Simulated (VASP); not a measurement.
Here is a VASP 6.6.1 calculation.

File INCAR:

```
SYSTEM = PtSe2
ALGO     = Normal         ! electronic algorithm
EDIFF    = 1E-7           ! SCF threshold, eV
ENCUT    = 520            ! plane-wave cutoff, eV
GGA      = PE             ! functional
ISIF     = 2              ! what is computed and relaxed
ISMEAR   = 0              ! smearing method
ISPIN    = 2              ! spin polarisation
IVDW     = 12             ! dispersion correction
LASPH    = .True.         ! aspherical terms in the spheres
LCHARG   = .False.        ! write CHGCAR
LMAXMIX  = 4              ! l up to which the mixer works
LORBIT   = 11             ! projections on sites
LREAL    = .False.        ! projectors in reciprocal space
LWAVE    = .False.        ! write WAVECAR
MAGMOM   = 1 -1 0 0 0 0   ! initial moments
NBANDS   = 35             ! bands
NELM     = 150            ! most SCF steps
PREC     = Accurate       ! precision mode
SIGMA    = 0.05           ! smearing width, eV
```

KPOINTS

```
k-points
0
Gamma
  8 8 4
  0 0 0
```

Contents of POSCAR:

```
PtSe2
1.0
    3.7721514363      0.0000000000      0.0000000000
   -1.8860757182      3.2667789708      0.0000000000
    0.0000000000      0.0000000000      9.6423688160
Pt Se
2 4
Direct
    0.0000000000      0.0000000000      0.0000000000
    0.0000000000      0.0000000000      0.5000000000
    0.3333333333      0.6666666667      0.1326907386
    0.6666666667      0.3333333333      0.3673092614
    0.3333333333      0.6666666667      0.6326907386
    0.6666666667      0.3333333333      0.8673092614
```

Potentials or basis: VASP PAW PBE potentials, release 64 (Pt, Se).

Command:

```sh
$ cat potpaw_PBE.64/Pt/POTCAR potpaw_PBE.64/Se/POTCAR > POTCAR
$ mpirun -np 1 vasp_std > vasp.out
```

Q: Predict the net moment.

A: 0.00 μB per cell.

Q: Estimate the largest force.

A: 0.017 eV/Å.

Q: Predict the dispersion energy per atom.

A: -0.490 eV.

Q: Estimate the band gap on the k mesh.

A: Zero (filled and empty bands overlap).

Forces in eV/Å, atoms in the order of the input:
```
Pt   0.000  0.000  0.000
Pt   0.000  0.000  0.000
Se   0.000  0.000  0.017
Se   0.000  0.000 -0.017
Se   0.000  0.000  0.017
Se   0.000  0.000 -0.017
```

Caveat: spin-orbit coupling is left out, which moves the levels of the heavy elements.
